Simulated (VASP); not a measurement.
**Ag: single point with PBE**

The system is Ag.

```xyz
3
Lattice="4.9080 0.0000 0.0000 -2.4540 4.2504 0.0000 0.0000 0.0000 2.9398" Properties=species:S:1:pos:R:3 pbc="T T T"
Ag   -2.4540    4.2504    0.0000
Ag    0.0000    2.8336    1.4699
Ag    2.4540    1.4168    1.4699
```

This cell differs from its parent crystal: volume scaled by 1.12.

| Quantity | Value |
| --- | --- |
| Program | VASP 6.6.1 |
| Task | single point |
| Functional | PBE |
| Potentials or basis | VASP PAW PBE potentials, release 64 (Ag) |
| Cutoff | 520 eV |
| k mesh | 9 × 9 × 13 |
| Occupations | fermi-dirac, width 0.1 eV |
| Spin | no spin polarisation |
| Dipole correction | no |
| Further INCAR settings | ALGO = Normal; EDIFF = 1e-07; NBANDS = 24 |

The pressure is -7.1 GPa.

Levels at points of the mesh, in eV from the Fermi level:
| k point | band 13 | band 14 | band 15 | band 16 | band 17 | band 18 | band 19 | band 20 |
| --- | --- | --- | --- | --- | --- | --- | --- | --- |
| (0.00, 0.00, 0.00) | -3.63 | -3.63 | -2.88 | -2.88 | 4.08 | 4.11 | 4.11 | 4.12 |

Run time: 57 s on 1 thread of Intel(R) Xeon(R) Platinum 8488C (Sapphire Rapids), with other jobs on the host, peak memory 0.24 GiB.
